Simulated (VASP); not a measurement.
# ZnCo (P-6m2) in VASP: a series of runs

The runs below take ZnCo through single point, with LDA.

Program: VASP 6.6.1. These are calculated values, not measurements. Logs are shortened: lines on timing, memory, paths and dates and some standing lists are left out, and cuts for length are marked.

**1. The cell of the first run**

It takes space group P-6m2 (No. 187, hexagonal). Conventional cell: a = 2.517 Å, b = 2.517 Å, c = 4.028 Å, α = 90.00°, β = 90.00°, γ = 120.00°. Within 3.3 Å of Zn (site symmetry -6m2) lie 6 Co at 2.48 Å and 6 Zn at 2.52 Å. Within 3.3 Å of Co (site symmetry -6m2) lie 6 Zn at 2.48 Å and 6 Co at 2.52 Å.

**2. Single point, LDA, collinear spin, ferromagnetic start (volume scaled by 0.9)**

The input, INCAR:

```
SYSTEM = ZnCo
PREC = Accurate ; ENCUT = 520
EDIFF = 1E-6 ; ISMEAR = -1
SIGMA = 0.1 ; LREAL = .FALSE.
LASPH = .TRUE. ; NELM = 150
ALGO = Normal ; ISIF = 2
LWAVE = .FALSE. ; LCHARG = .FALSE.
ISPIN = 2 ; MAGMOM = 0 2
LORBIT = 11 ; LMAXMIX = 4
GGA = CA ; NBANDS = 22
```

The input, KPOINTS:

```
regular mesh
0
G
  14 14 8
  0 0 0
```

The input, POSCAR:

```
ZnCo
1.0
    2.5172469136      0.0000000000      0.0000000000
   -1.2586234568      2.1799997747      0.0000000000
    0.0000000000      0.0000000000      4.0277156524
Zn Co
1 1
Direct
    0.6666666667      0.3333333333      0.0000000000
    0.0000000000      0.0000000000      0.5000000000
```

Potentials or basis: VASP PAW LDA potentials, release 64 (Zn, Co).

Started as:

```
$ cat potpaw_LDA.64/Zn/POTCAR potpaw_LDA.64/Co/POTCAR > POTCAR
$ mpirun -np 1 vasp_std > vasp.out
```

OUTCAR:

```text
SYSTEM = ZnCo
   PREC = Accurate
   ENCUT = 520
   EDIFF = 1E-6
   ISMEAR = -1
   LREAL = .FALSE.
   LASPH = .TRUE.
   NELM = 150
   ISIF = 2
   ISPIN = 2
   LORBIT = 11
   GGA = CA

 ion  position               nearest neighbor table
   1  0.667  0.333  0.000-   2 2.48   2 2.48   2 2.48   2 2.48   2 2.48   2 2.48
   2  0.000  0.000  0.500-   1 2.48   1 2.48   1 2.48   1 2.48   1 2.48   1 2.48

  LATTYP: Found a hexagonal cell.
 ALAT       =     2.5172469136
 C/A-ratio  =     1.6000479058

  Lattice vectors:

 A1 = (   2.5172469136,   0.0000000000,   0.0000000000)
 A2 = (  -1.2586234568,   2.1799997747,   0.0000000000)
 A3 = (   0.0000000000,   0.0000000000,   4.0277156524)

Analysis of symmetry for initial positions (statically):
=====================================================================
 Subroutine PRICEL returns:
 Original cell was already a primitive cell.

 Routine SETGRP: Setting up the symmetry group for a
 hexagonal supercell.

 Subroutine GETGRP returns: Found 12 space group operations
 (whereof 12 operations were pure point group operations)
 out of a pool of 24 trial point group operations.

The static configuration has the point symmetry D_3h.

Analysis of symmetry for dynamics (positions and initial velocities):
=====================================================================
 Subroutine PRICEL returns:
 Original cell was already a primitive cell.

 Routine SETGRP: Setting up the symmetry group for a
 hexagonal supercell.

 Subroutine GETGRP returns: Found 12 space group operations
 (whereof 12 operations were pure point group operations)
 out of a pool of 24 trial point group operations.

The dynamic configuration has the point symmetry D_3h.

Analysis of structural, dynamic, and magnetic symmetry:
=====================================================================
 Subroutine PRICEL returns:
 Original cell was already a primitive cell.

 Routine SETGRP: Setting up the symmetry group for a
 hexagonal supercell.

 Subroutine GETGRP returns: Found 12 space group operations
 (whereof 12 operations were pure point group operations)
 out of a pool of 24 trial point group operations.

The overall configuration has the point symmetry D_3h.

 Subroutine INISYM returns: Found 12 space group operations
 (whereof 12 operations are pure point group operations),
 and found     1 'primitive' translations

----------------------------------------------------------------------------------------

[... 107 lines left out ...]
   ISMEAR =    -1;   SIGMA  =   0.10  broadening in eV -4-tet -1-fermi 0-gaus
   EFERMI_NEDOS =   21; number of points for ismear=-14 and -15
   IALGO  =     38    algorithm
   IMIX   =      4    mixing-type and parameters
     AMIX     =   0.40;   BMIX     =  1.00
     AMIX_MAG =   1.60;   BMIX_MAG =  1.00
  volume/ion in A,a.u.               =      11.05        74.58
  Fermi-wavevector in a.u.,A,eV,Ry     =   1.609413  3.041350 35.241960  2.590211
  Thomas-Fermi vector in A             =   2.705127
   LORBIT       =     11    0 simple, 1 ext, 2 COOP (PROOUT), +10 PAW based schemes
   GGA     = CA    functional components
   LHFCALC =     F    Hartree Fock is set to
   AEXX    =    0.0000 exact exchange contribution
   IVDW    =     0    specifies the selected vdW correction
   LEPSILON=     F    determine dielectric tensor
   LRPA    =     F    only Hartree local field effects (RPA)
 spin polarized calculation
  energy-cutoff  :      520.00
  volume of cell :       22.10
 maximum number of plane-waves:       609
 NGX is ok and might be reduce to    20
   NGX =  9   NGY =  9   NGZ = 15

 number of electron      21.0000011 magnetization       0.5502603

 Free energy of the ion-electron system (eV)
  ---------------------------------------------------
  ext. energy  EPLUGINS =         0.00000000
  ---------------------------------------------------
  free energy    TOTEN  =       -10.03544570 eV

  energy without entropy =       -9.95822424  energy(sigma->0) =       -9.99683497

 E-fermi :   7.0937     XC(G=0): -13.6577

 val. band max:        7.0902582674   @ k =   0.3571   0.1429   0.5000
 cond. band min:       7.0971221964   @ k =   0.1429   0.0714   0.2500
 fundamental gap:      0.0068639290
 Fermi energy:         7.0936888122

 spin component 1

 k-point     1 :       0.0000    0.0000    0.0000
  band No.  band energies     occupation
      1      -3.7462      1.00000
      2      -1.2020      1.00000
      3      -0.5968      1.00000
      4      -0.5968      1.00000
      5       0.0805      1.00000
      6       0.0805      1.00000
[... 589 lines left out ...]
     21      41.0259      0.00000
     22      41.9603      0.00000

 [... further k-points ...]

 spin component 2

 k-point     1 :       0.0000    0.0000    0.0000
  band No.  band energies     occupation
      1      -3.7337      1.00000
      2      -1.1973      1.00000
      3      -0.5993      1.00000
      4      -0.5993      1.00000
      5       0.0802      1.00000
      6       0.0802      1.00000
[... 589 lines left out ...]
     21      41.0729      0.00000
     22      42.0014      0.00000

 [... further k-points ...]
[... 5 lines left out ...]
  --------------------------------------------------------------------------------------
  -------------------------------------------------------------------------------------
  Total        0.0573172      0.0573172     -0.1388199      0.0000000     -0.0000000      0.0000000
  in kB        4.1548432      4.1548432    -10.0628540      0.0000000     -0.0000000      0.0000000
  external PRESSURE =      -0.5843892 kB  Pullay stress =       0.0000000 kB

 VOLUME and BASIS-vectors are now :
 -----------------------------------------------------------------------------
  energy-cutoff  :      520.00
  volume of cell :       22.10
      direct lattice vectors                 reciprocal lattice vectors
     2.517246914  0.000000000  0.000000000     0.397259401  0.229357822  0.000000000
    -1.258623457  2.179999775  0.000000000     0.000000000  0.458715644  0.000000000
     0.000000000  0.000000000  4.027715652     0.000000000  0.000000000  0.248279692

 POSITION                                       TOTAL-FORCE (eV/Angst)
 -----------------------------------------------------------------------------------
      1.25862      0.72667      0.00000        -0.000000      0.000000      0.000000
      0.00000      0.00000      2.01386         0.000000     -0.000000      0.000000
 -----------------------------------------------------------------------------------
    total drift:                                0.000000     -0.000000      0.000000

  FREE ENERGIE OF THE ION-ELECTRON SYSTEM (eV)
  ---------------------------------------------------
  free  energy   TOTEN  =       -10.0354456991 eV

  energy  without entropy=       -9.9582242430  energy(sigma->0) =       -9.99683497

 total charge

# of ion       s       p       d       tot
------------------------------------------
    1        0.651   0.657   9.764  11.073
    2        0.456   0.501   7.382   8.340
--------------------------------------------------
tot          1.108   1.158  17.146  19.412

 magnetization (x)

# of ion       s       p       d       tot
------------------------------------------
    1       -0.005  -0.010   0.001  -0.015
    2       -0.002  -0.009   0.576   0.565
--------------------------------------------------
tot         -0.007  -0.019   0.576   0.551
```

OSZICAR:

```text
N       E                     dE             d eps       ncg     rms          rms(c)
DAV:   1     0.107626869577E+03    0.10763E+03   -0.93258E+03 11274   0.147E+03
DAV:   2    -0.419610188736E+01   -0.11182E+03   -0.10411E+03 10806   0.264E+02
DAV:   3    -0.111614105648E+02   -0.69653E+01   -0.68429E+01 12154   0.683E+01
DAV:   4    -0.112381115740E+02   -0.76701E-01   -0.76664E-01 12334   0.680E+00
DAV:   5    -0.112397960202E+02   -0.16844E-02   -0.16844E-02 12188   0.995E-01    0.121E+01
DAV:   6    -0.114544842570E+02   -0.21469E+00   -0.11916E+01 12810   0.455E+01    0.109E+01
DAV:   7    -0.101668304699E+02    0.12877E+01   -0.85094E+00 13958   0.467E+01    0.516E+00
DAV:   8    -0.100483451074E+02    0.11849E+00   -0.27014E-01 14796   0.770E+00    0.173E+00
DAV:   9    -0.100364571666E+02    0.11888E-01   -0.21163E-02 14294   0.141E+00    0.652E-01
DAV:  10    -0.100357163589E+02    0.74081E-03   -0.82459E-04 15682   0.337E-01    0.310E-01
DAV:  11    -0.100354275532E+02    0.28881E-03   -0.46601E-04 13696   0.207E-01    0.977E-02
DAV:  12    -0.100354449065E+02   -0.17353E-04   -0.50308E-05 13406   0.575E-02    0.634E-02
DAV:  13    -0.100354456991E+02   -0.79257E-06   -0.22232E-06 10862   0.112E-02
   1 F= -.10035446E+02 E0= -.99968350E+01  d E =-.772215E-01  mag=     0.5361
```

It took 61 s on 1 thread of Intel Xeon Platinum 8488C (Sapphire Rapids), shared host; peak memory 0.2 GiB.

Results:

```yaml
Free_energy: -10.0354 eV
Pressure: -0.1 GPa
Net_moment: 0.55 μB per cell
Site_moments: Zn -0.01; Co +0.56 μB
Valence_electrons_inside_the_program's_atomic_spheres: Zn 11.07; Co 8.34
```

Stress tensor (GPa, compression positive):
```
 0.42  0.00  0.00
 0.00  0.42  0.00
 0.00  0.00 -1.01
```

Caveat: the cell differs from its parent crystal (volume scaled by 0.9).

**3. Single point, LDA, collinear spin, ferromagnetic start**

This run uses another cell than the first one, of 12.28 Å³/atom, 1.111 times its volume.

The input, INCAR:

```
SYSTEM = ZnCo
PREC     = Accurate       ! precision mode
ENCUT    = 520            ! plane-wave cutoff, eV
EDIFF    = 1E-7           ! SCF threshold, eV
ISMEAR   = -1             ! smearing method
SIGMA    = 0.1            ! smearing width, eV
LREAL    = .False.        ! projectors in reciprocal space
LASPH    = .True.         ! aspherical terms in the spheres
NELM     = 150            ! most SCF steps
ALGO     = Normal         ! electronic algorithm
ISIF     = 2              ! what is computed and relaxed
LWAVE    = .False.        ! write WAVECAR
LCHARG   = .True.         ! write CHGCAR
ISPIN    = 2              ! spin polarisation
MAGMOM   = 0 2            ! initial moments
LORBIT   = 11             ! projections on sites
LMAXMIX  = 4              ! l up to which the mixer works
GGA      = CA             ! functional
LELF     = .True.         ! ELF
LVHAR    = .True.       
NBANDS   = 22             ! bands
```

The input, KPOINTS:

```
regular mesh
0
Gamma
  14 14 8
  0 0 0
```

The input, POSCAR:

```
ZnCo
1.0
    2.6072238118      0.0000000000      0.0000000000
   -1.3036119059      2.2579220543      0.0000000000
    0.0000000000      0.0000000000      4.1716830000
Zn Co
1 1
Direct
    0.6666666667      0.3333333333      0.0000000000
    0.0000000000      0.0000000000      0.5000000000
```

Potentials or basis: VASP PAW LDA potentials, release 64 (Zn, Co).

Started as:

```
$ cat potpaw_LDA.64/Zn/POTCAR potpaw_LDA.64/Co/POTCAR > POTCAR
$ mpirun -np 1 vasp_std > vasp.out
```

OUTCAR:

```text
SYSTEM = ZnCo
   PREC = Accurate
   ENCUT = 520
   EDIFF = 1E-7
   ISMEAR = -1
   LREAL = .False.
   LASPH = .True.
   NELM = 150
   ISIF = 2
   ISPIN = 2
   LORBIT = 11
   GGA = CA

 ion  position               nearest neighbor table
   1  0.667  0.333  0.000-   2 2.57   2 2.57   2 2.57   2 2.57   2 2.57   2 2.57
   2  0.000  0.000  0.500-   1 2.57   1 2.57   1 2.57   1 2.57   1 2.57   1 2.57

  LATTYP: Found a hexagonal cell.
 ALAT       =     2.6072238118
 C/A-ratio  =     1.6000479058

  Lattice vectors:

 A1 = (   2.6072238118,   0.0000000000,   0.0000000000)
 A2 = (  -1.3036119059,   2.2579220543,   0.0000000000)
[... 1414 lines left out ...]

 VOLUME and BASIS-vectors are now :
 -----------------------------------------------------------------------------
  energy-cutoff  :      520.00
  volume of cell :       24.56
      direct lattice vectors                 reciprocal lattice vectors
     2.607223812  0.000000000  0.000000000     0.383549734  0.221442542  0.000000000
    -1.303611906  2.257922054  0.000000000     0.000000000  0.442885085  0.000000000
     0.000000000  0.000000000  4.171683000     0.000000000  0.000000000  0.239711407

 POSITION                                       TOTAL-FORCE (eV/Angst)
 -----------------------------------------------------------------------------------
      1.30361      0.75264      0.00000        -0.000000      0.000000      0.000000
      0.00000      0.00000      2.08584         0.000000     -0.000000      0.000000
 -----------------------------------------------------------------------------------
    total drift:                               -0.000000      0.000000      0.000000

  FREE ENERGIE OF THE ION-ELECTRON SYSTEM (eV)
  ---------------------------------------------------
  free  energy   TOTEN  =        -9.9151034321 eV

  energy  without entropy=       -9.8360245560  energy(sigma->0) =       -9.87556399

 total charge

# of ion       s       p       d       tot
------------------------------------------
    1        0.625   0.563   9.744  10.932
    2        0.420   0.424   7.302   8.146
--------------------------------------------------
tot          1.045   0.987  17.046  19.078

 magnetization (x)

# of ion       s       p       d       tot
------------------------------------------
    1       -0.008  -0.019  -0.000  -0.028
    2       -0.004  -0.017   1.190   1.170
--------------------------------------------------
tot         -0.012  -0.035   1.190   1.143
```

OSZICAR:

```text
N       E                     dE             d eps       ncg     rms          rms(c)
DAV:   1     0.105971104469E+03    0.10597E+03   -0.93614E+03 11346   0.142E+03
DAV:   2    -0.431155019315E+01   -0.11028E+03   -0.10250E+03 10794   0.258E+02
DAV:   3    -0.110728981766E+02   -0.67613E+01   -0.66374E+01 12190   0.669E+01
DAV:   4    -0.111471570323E+02   -0.74259E-01   -0.74224E-01 12162   0.660E+00
DAV:   5    -0.111488955879E+02   -0.17386E-02   -0.17385E-02 12340   0.101E+00    0.108E+01
DAV:   6    -0.118786662455E+02   -0.72977E+00   -0.14898E+01 12558   0.481E+01    0.137E+01
DAV:   7    -0.999639629712E+01    0.18823E+01   -0.10000E+01 13522   0.494E+01    0.393E+00
DAV:   8    -0.992662921028E+01    0.69767E-01   -0.16779E-01 15390   0.557E+00    0.144E+00
DAV:   9    -0.991570403365E+01    0.10925E-01   -0.11894E-02 13284   0.108E+00    0.714E-01
DAV:  10    -0.991524608259E+01    0.45795E-03   -0.67461E-04 14592   0.259E-01    0.326E-01
DAV:  11    -0.991512245599E+01    0.12363E-03   -0.11934E-03 14190   0.355E-01    0.154E-01
DAV:  12    -0.991511216318E+01    0.10293E-04   -0.38325E-04 14302   0.187E-01    0.385E-02
DAV:  13    -0.991510740447E+01    0.47587E-05   -0.17550E-05 12354   0.326E-02    0.339E-02
DAV:  14    -0.991510329298E+01    0.41115E-05   -0.10220E-05 13618   0.333E-02    0.783E-03
DAV:  15    -0.991510339391E+01   -0.10093E-06   -0.42887E-07 11110   0.638E-03    0.377E-03
DAV:  16    -0.991510343207E+01   -0.38152E-07   -0.66840E-08  6102   0.293E-03
   1 F= -.99151034E+01 E0= -.98755640E+01  d E =-.790789E-01  mag=     1.1211
```

stdout:

```text
POSCAR found type information on POSCAR ZnCo
 POSCAR found :  2 types and       2 ions
 scaLAPACK will be used
 LDA part: xc-table for (Slater(with rela. corr.)+CA(PZ))
 , standard interpolation
 POSCAR, INCAR and KPOINTS ok, starting setup
 FFT: planning ... GRIDC
 FFT: planning ... GRID_SOFT
 FFT: planning ... GRID
 WAVECAR not read
 entering main loop
```

It took 78 s on 1 thread of Intel Xeon Platinum 8488C (Sapphire Rapids), shared host; peak memory 0.21 GiB.

What came out:

```
Free energy                                           : -9.9151 eV
Pressure                                              : -14.3 GPa
Net moment                                            : 1.12 μB per cell
Site moments                                          : Zn -0.03; Co +1.17 μB
Valence electrons inside the program's atomic spheres : Zn 10.93; Co 8.15
```

Levels at points of the mesh, in eV from the Fermi level:
Spin up:
| k point | band 7 | band 8 | band 9 | band 10 | band 11 | band 12 | band 13 | band 14 | band 15 | band 16 |
| --- | --- | --- | --- | --- | --- | --- | --- | --- | --- | --- |
| (0.00, 0.00, 0.00) | -3.29 | -1.83 | -1.83 | -1.45 | -0.91 | -0.91 | 3.35 | 19.32 | 19.32 | 20.19 |
| (0.50, 0.00, 0.00) | -2.91 | -2.71 | -1.48 | -1.12 | -0.28 | 1.33 | 6.85 | 7.26 | 9.91 | 10.58 |
| (0.00, 0.00, 0.50) | -6.69 | -2.40 | -1.79 | -1.79 | -0.92 | -0.92 | 11.57 | 12.44 | 20.03 | 20.03 |
| (0.50, 0.00, 0.50) | -3.44 | -1.31 | -1.24 | -1.19 | -0.28 | 0.54 | 2.81 | 5.16 | 13.45 | 15.84 |
Spin down:
| k point | band 6 | band 7 | band 8 | band 9 | band 10 | band 11 | band 12 | band 13 | band 14 | band 15 |
| --- | --- | --- | --- | --- | --- | --- | --- | --- | --- | --- |
| (0.00, 0.00, 0.00) | -6.88 | -2.72 | -1.42 | -0.76 | -0.76 | 0.28 | 0.28 | 3.79 | 19.38 | 19.38 |
| (0.50, 0.00, 0.00) | -3.68 | -2.11 | -2.06 | -1.28 | 0.02 | 0.91 | 2.09 | 7.00 | 7.35 | 10.19 |
| (0.00, 0.00, 0.50) | -6.88 | -6.59 | -1.62 | -0.72 | -0.72 | 0.26 | 0.26 | 11.65 | 12.69 | 20.01 |
| (0.50, 0.00, 0.50) | -3.03 | -2.68 | -1.12 | -0.45 | -0.18 | 0.71 | 0.92 | 3.28 | 5.64 | 13.50 |
